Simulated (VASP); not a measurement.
# KF (Fm-3m) in VASP: further runs

The runs below take KF through single point, with LDA, PBE.

All numbers are computed with VASP 6.6.1; they aren't measurements. Logs are shortened: lines on timing, memory, paths and dates and some standing lists are left out, and cuts for length are marked.

### Step 1. The cell of the first run

Symmetry: Fm-3m, No. 225, cubic system. Conventional cell: a = 5.344 Å, b = 5.344 Å, c = 5.344 Å, α = 90.00°, β = 90.00°, γ = 90.00°. K (site symmetry m-3m) has 6 F at 2.67 Å within 3.5 Å. F (site symmetry m-3m) has 6 K at 2.67 Å within 3.5 Å.

### Step 2. Single point, LDA

File INCAR:

```
SYSTEM = KF
ALGO = Normal
EDIFF = 1E-7
ENCUT = 520
ISIF = 2
ISMEAR = -1
LASPH = .True.
LCHARG = .True.
LELF = .True.
LREAL = .False.
LVHAR = .True.
LWAVE = .False.
NBANDS = 15
NELM = 60
PREC = Accurate
SIGMA = 0.05
```

File KPOINTS:

```
k-points
0
Gamma
  13 13 13
  0 0 0
```

File POSCAR:

```
KF
1.0
    0.0000000000      2.6718500000      2.6718500000
    2.6718500000      0.0000000000      2.6718500000
    2.6718500000      2.6718500000      0.0000000000
K F
1 1
Direct
    0.0000000000      0.0000000000      0.0000000000
    0.5000000000      0.5000000000      0.5000000000
```

Potentials or basis: VASP PAW LDA potentials, release 64 (K_sv, F).

Started as:

```
> cat potpaw_LDA.64/K_sv/POTCAR potpaw_LDA.64/F/POTCAR > POTCAR
> mpirun -np 1 vasp_std > vasp.out
```

OUTCAR:

```text
SYSTEM = KF
   EDIFF = 1E-7
   ENCUT = 520
   ISIF = 2
   ISMEAR = -1
   LASPH = .True.
   LREAL = .False.
   NELM = 60
   PREC = Accurate

 ion  position               nearest neighbor table
   1  0.000  0.000  0.000-   2 2.67   2 2.67   2 2.67   2 2.67   2 2.67   2 2.67
   2  0.500  0.500  0.500-   1 2.67   1 2.67   1 2.67   1 2.67   1 2.67   1 2.67

  LATTYP: Found a face centered cubic cell.
 ALAT       =     5.3437000000

  Lattice vectors:

 A1 = (   0.0000000000,   2.6718500000,   2.6718500000)
 A2 = (   2.6718500000,   0.0000000000,   2.6718500000)
 A3 = (   2.6718500000,   2.6718500000,   0.0000000000)

Analysis of symmetry for initial positions (statically):
=====================================================================
 Subroutine PRICEL returns:
 Original cell was already a primitive cell.

 Routine SETGRP: Setting up the symmetry group for a
 face centered cubic supercell.

 Subroutine GETGRP returns: Found 48 space group operations
 (whereof 48 operations were pure point group operations)
 out of a pool of 48 trial point group operations.

The static configuration has the point symmetry O_h .

Analysis of symmetry for dynamics (positions and initial velocities):
=====================================================================
 Subroutine PRICEL returns:
 Original cell was already a primitive cell.

 Routine SETGRP: Setting up the symmetry group for a
 face centered cubic supercell.

 Subroutine GETGRP returns: Found 48 space group operations
 (whereof 48 operations were pure point group operations)
 out of a pool of 48 trial point group operations.

The dynamic configuration has the point symmetry O_h .

 Subroutine INISYM returns: Found 48 space group operations
 (whereof 48 operations are pure point group operations),
 and found     1 'primitive' translations

----------------------------------------------------------------------------------------

                                     Primitive cell

  volume of cell :      38.1475

  direct lattice vectors                    reciprocal lattice vectors
     0.000000000  2.671850000  2.671850000    -0.187136254  0.187136254  0.187136254
     2.671850000  0.000000000  2.671850000     0.187136254 -0.187136254  0.187136254
     2.671850000  2.671850000  0.000000000     0.187136254  0.187136254 -0.187136254

  length of vectors
     3.778566507  3.778566507  3.778566507     0.324129500  0.324129500  0.324129500

  position of ions in fractional coordinates (direct lattice)
     0.000000000  0.000000000  0.000000000
     0.500000000  0.500000000  0.500000000

  ion indices of the primitive-cell ions
   primitive index   ion index
                 1           1
                 2           2

----------------------------------------------------------------------------------------

 KPOINTS: k-points

Automatic generation of k-mesh.
 Grid dimensions read from file:
 generate k-points for:   13   13   13

 Generating k-lattice:

  Cartesian coordinates                     Fractional coordinates (reciprocal lattice)
    -0.014395096  0.014395096  0.014395096     0.076923077  0.000000000  0.000000000
     0.014395096 -0.014395096  0.014395096     0.000000000  0.076923077  0.000000000
     0.014395096  0.014395096 -0.014395096     0.000000000  0.000000000  0.076923077

  Length of vectors
     0.024933038  0.024933038  0.024933038

  Shift w.r.t. Gamma in fractional coordinates (k-lattice)
     0.000000000  0.000000000  0.000000000

 Subroutine IBZKPT returns following result:
 ===========================================

 Found     84 irreducible k-points:

 Following reciprocal coordinates:
            Coordinates               Weight
  0.000000  0.000000  0.000000      1.000000
  0.076923  0.000000  0.000000      8.000000
  0.153846  0.000000  0.000000      8.000000
  0.230769  0.000000  0.000000      8.000000
  0.307692  0.000000  0.000000      8.000000
  0.384615  0.000000  0.000000      8.000000
[... 16 lines left out ...]
  0.384615  0.153846  0.000000     24.000000
  0.461538  0.153846  0.000000     24.000000
 [... further k-points ...]
   k-points           NKPTS =     84   k-points in BZ     NKDIM =     84   number of bands    NBANDS=     15
   number of dos      NEDOS =    301   number of ions     NIONS =      2
   total plane-waves  NPLWV =  21952
   dimension x,y,z NGX =    28 NGY =   28 NGZ =   28
   dimension x,y,z NGXF=    56 NGYF=   56 NGZF=   56
   ions per type =               1   1
   NGX,Y,Z   is equivalent  to a cutoff of  12.32, 12.32, 12.32 a.u.
   NGXF,Y,Z  is equivalent  to a cutoff of  24.64, 24.64, 24.64 a.u.
 SYSTEM =  KF
   PREC   = accura    normal or accurate (medium, high low for compatibility)
   ISTART =      0    job   : 0-new  1-cont  2-samecut
   ICHARG =      2    charge: 1-file 2-atom 10-const
   ISPIN  =      1    spin polarized calculation?
   LNONCOLLINEAR =      F non collinear calculations
   LSORBIT =      F    spin-orbit coupling
   LASPH  =      T    aspherical Exc in radial PAW
   ENCUT  =  520.0 eV  38.22 Ry    6.18 a.u.   7.03  7.03  7.03*2*pi/ulx,y,z
   NELM   =     60;   NELMIN=  2; NELMDL= -5     # of ELM steps
   EDIFF  = 0.1E-06   stopping-criterion for ELM
   LREAL  =      F    real-space projection
   EDIFFG = 0.1E-05   stopping-criterion for IOM
   NSW    =      0    number of steps for IOM
   IBRION =     -1    ionic relax: 0-MD 1-quasi-New 2-CG
   NFREE  =      0    steps in history (QN), initial steepest desc. (CG)
   ISIF   =      2    stress and relaxation
   ISYM   =      2    0-nonsym 1-usesym 2-fastsym
   POTIM  = 0.5000    time-step for ionic-motion
   TEBEG  =    0.0;   TEEND  =   0.0 temperature during run
   PSTRESS=    0.0 pullay stress
   NELECT =      16.0000    total number of electrons
   NUPDOWN=      -1.0000    fix difference up-down
   EMIN   =  10.00;   EMAX   =-10.00  energy-range for DOS
   EFERMI =   0.00;   METHOD = LEGACY
   ISMEAR =    -1;   SIGMA  =   0.05  broadening in eV -4-tet -1-fermi 0-gaus
   EFERMI_NEDOS =   21; number of points for ismear=-14 and -15
   IALGO  =     38    algorithm
   IMIX   =      4    mixing-type and parameters
     AMIX     =   0.40;   BMIX     =  1.00
     AMIX_MAG =   1.60;   BMIX_MAG =  1.00
  volume/ion in A,a.u.               =      19.07       128.72
  Fermi-wavevector in a.u.,A,eV,Ry     =   1.225442  2.315750 20.431978  1.501708
  Thomas-Fermi vector in A             =   2.360480
   LORBIT       =      0    0 simple, 1 ext, 2 COOP (PROOUT), +10 PAW based schemes
   GGA     = CA    functional components
   LHFCALC =     F    Hartree Fock is set to
   AEXX    =    0.0000 exact exchange contribution
   IVDW    =     0    specifies the selected vdW correction
   LEPSILON=     F    determine dielectric tensor
   LRPA    =     F    only Hartree local field effects (RPA)
 non-spin polarized calculation
  energy-cutoff  :      520.00
  volume of cell :       38.15
 maximum number of plane-waves:      1040
   NGX = 13   NGY = 13   NGZ = 13

 number of electron      16.0000002 magnetization

 Free energy of the ion-electron system (eV)
  ---------------------------------------------------
  ext. energy  EPLUGINS =         0.00000000
  ---------------------------------------------------
  free energy    TOTEN  =        -9.03422324 eV

  energy without entropy =       -9.03422324  energy(sigma->0) =       -9.03422324

 E-fermi :  -2.1072     XC(G=0):  -9.1220

 val. band max:       -3.2318110958   @ k =   0.0000   0.0000   0.0000
 cond. band min:       2.5597919634   @ k =   0.0000   0.0000   0.0000
 fundamental gap:      5.7916030593
 Fermi energy:        -2.1071580073

 k-point     1 :       0.0000    0.0000    0.0000
  band No.  band energies     occupation
      1     -28.8636      2.00000
      2     -21.4478      2.00000
      3     -12.3359      2.00000
      4     -12.3359      2.00000
      5     -12.3359      2.00000
      6      -3.2318      2.00000
      7      -3.2318      2.00000
      8      -3.2318      2.00000
      9       2.5598      0.00000
     10       7.2822      0.00000
     11       7.2822      0.00000
     12       7.2822      0.00000
     13       9.0152      0.00000
     14       9.0152      0.00000
     15      13.1430      0.00000

 k-point     2 :       0.0769    0.0000    0.0000
  band No.  band energies     occupation
      1     -28.8577      2.00000
      2     -21.4541      2.00000
      3     -12.3531      2.00000
      4     -12.3382      2.00000
      5     -12.3382      2.00000
      6      -3.2930      2.00000
      7      -3.2536      2.00000
      8      -3.2536      2.00000
      9       2.7325      0.00000
     10       7.1600      0.00000
     11       7.3662      0.00000
     12       7.3662      0.00000
     13       9.0710      0.00000
     14       9.0710      0.00000
     15      13.4716      0.00000

 k-point     3 :       0.1538    0.0000    0.0000
  band No.  band energies     occupation
      1     -28.8413      2.00000
      2     -21.4694      2.00000
      3     -12.4002      2.00000
      4     -12.3445      2.00000
      5     -12.3445      2.00000
      6      -3.4511      2.00000
      7      -3.3134      2.00000
      8      -3.3134      2.00000
      9       3.2132      0.00000
     10       6.8926      0.00000
     11       7.6037      0.00000
     12       7.6037      0.00000
     13       9.2393      0.00000
     14       9.2393      0.00000
     15      14.2941      0.00000
[... 343 lines left out ...]
 k-point    23 :       0.3846    0.1538    0.0000
  band No.  band energies     occupation
      1     -28.7748      2.00000
      2     -21.5131      2.00000
      3     -12.5879      2.00000
      4     -12.4320      2.00000
      5     -12.4280      2.00000
      6      -3.8388      2.00000
      7      -3.4875      2.00000
      8      -3.4228      2.00000
      9       5.1767      0.00000
     10       6.0641      0.00000
     11       8.5439      0.00000
     12       8.8501      0.00000
     13      10.0767      0.00000
     14      10.3519      0.00000
     15      13.9415      0.00000

 k-point    24 :       0.4615    0.1538    0.0000
  band No.  band energies     occupation
      1     -28.7588      2.00000
      2     -21.5256      2.00000
      3     -12.6385      2.00000
      4     -12.4572      2.00000
      5     -12.4232      2.00000
      6      -3.8899      2.00000
      7      -3.5473      2.00000
      8      -3.4971      2.00000
      9       5.5904      0.00000
     10       6.3893      0.00000
     11       8.5446      0.00000
     12       9.0077      0.00000
     13      10.7276      0.00000
     14      10.8561      0.00000
     15      12.7780      0.00000

 [... further k-points ...]
[... 5 lines left out ...]
  --------------------------------------------------------------------------------------
  -------------------------------------------------------------------------------------
  Total       -0.8103897     -0.8103897     -0.8103897      0.0000000      0.0000000     -0.0000000
  in kB      -34.0359837    -34.0359837    -34.0359837      0.0000000      0.0000000     -0.0000000
  external PRESSURE =     -34.0359837 kB  Pullay stress =       0.0000000 kB

 VOLUME and BASIS-vectors are now :
 -----------------------------------------------------------------------------
  energy-cutoff  :      520.00
  volume of cell :       38.15
      direct lattice vectors                 reciprocal lattice vectors
     0.000000000  2.671850000  2.671850000    -0.187136254  0.187136254  0.187136254
     2.671850000  0.000000000  2.671850000     0.187136254 -0.187136254  0.187136254
     2.671850000  2.671850000  0.000000000     0.187136254  0.187136254 -0.187136254

 POSITION                                       TOTAL-FORCE (eV/Angst)
 -----------------------------------------------------------------------------------
      0.00000      0.00000      0.00000         0.000000      0.000000     -0.000000
      2.67185      2.67185      2.67185        -0.000000     -0.000000      0.000000
 -----------------------------------------------------------------------------------
    total drift:                                0.000000      0.000000      0.000000

  FREE ENERGIE OF THE ION-ELECTRON SYSTEM (eV)
  ---------------------------------------------------
  free  energy   TOTEN  =        -9.0342232437 eV

  energy  without entropy=       -9.0342232436  energy(sigma->0) =       -9.03422324
```

It took 49 s on 1 thread of Intel Xeon 8259CL, shared host; peak memory 0.17 GiB.

What came out:

| Quantity | Value |
| --- | --- |
| Free energy | -9.0342 eV |
| Pressure | -3.4 GPa |
| Band gap on the k mesh | 5.79 eV |

Caveat: the cell stands under tension; an odd mesh through Γ misses points on the zone boundary, where band edges can lie.

### Step 3. Single point, PBE

File INCAR:

```
PREC = Accurate
ENCUT = 520
EDIFF = 1E-6
ISMEAR = -1
SIGMA = 0.05
LREAL = False
LASPH = True
NELM = 60
ALGO = Normal
ISIF = 2
LWAVE = False
LCHARG = False
GGA = PE
NBANDS = 15
```

File KPOINTS:

```
regular mesh
0
Gamma
  5 5 5
```

POSCAR is that of step 2.

Potentials or basis: VASP PAW PBE potentials, release 64 (K_sv, F).

Started as:

```
> cat potpaw_PBE.64/K_sv/POTCAR potpaw_PBE.64/F/POTCAR > POTCAR
> mpirun -np 1 vasp_std > vasp.out
```

Wall time 4 s (1 thread of Intel Xeon 6975P-C (Granite Rapids), shared host); peak memory 0.15 GiB.

The run converged. Its results:

| Item | Value |
| --- | --- |
| Free energy | -8.2900 eV |
| Pressure | 1.4 GPa |
| Band gap on the k mesh | 6.17 eV |

Levels at points of the mesh, in eV from the valence-band top:
| k point | band 5 | band 6 | band 7 | band 8 | band 9 | band 10 | band 11 | band 12 |
| --- | --- | --- | --- | --- | --- | --- | --- | --- |
| (0.00, 0.00, 0.00) | -9.39 | 0.00 | 0.00 | 0.00 | 6.17 | 10.68 | 10.68 | 10.68 |
